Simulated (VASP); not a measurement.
Input of a VASP 6.6.1 run:

File INCAR:

```
SYSTEM = ZnS
PREC     = Accurate       ! precision mode
ENCUT    = 520            ! plane-wave cutoff, eV
EDIFF    = 1E-8           ! SCF threshold, eV
ISMEAR   = -1             ! smearing method
SIGMA    = 0.01           ! smearing width, eV
LREAL    = .FALSE.        ! projectors in reciprocal space
LASPH    = .TRUE.         ! aspherical terms in the spheres
NELM     = 80             ! most SCF steps
ALGO     = Normal         ! electronic algorithm
ISIF     = 2              ! what is computed and relaxed
LWAVE    = .FALSE.        ! write WAVECAR
LCHARG   = .FALSE.        ! write CHGCAR
GGA      = PS             ! functional
LEFG     = .TRUE.       
NBANDS   = 16             ! bands
```

KPOINTS

```
Automatic mesh
0
G
  9 9 9
  0 0 0
```

Contents of POSCAR:

```
ZnS
1.0
    0.0000000000      2.7576958202      2.7576958202
    2.7576958202      0.0000000000      2.7576958202
    2.7576958202      2.7576958202      0.0000000000
Zn S
1 1
Direct
    0.0000000000      0.0000000000      0.0000000000
    0.7500000000      0.7500000000      0.7500000000
```

Potentials or basis: VASP PAW PBE potentials, release 64 (Zn, S).

Command:

```console
$ cat potpaw_PBE.64/Zn/POTCAR potpaw_PBE.64/S/POTCAR > POTCAR
$ mpirun -np 1 vasp_std > vasp.out
```

(1) Predict the band gap on the k mesh.

(2) Predict the pressure.

Answers

(1) 1.72 eV, direct.

(2) -5.5 GPa.

Caveat: without QUAD_EFG the Cq values of the log hold for a quadrupole moment of 1 mb, not for the nuclei; the PAW data sets were made with another functional, which shifts forces and pressure a little.
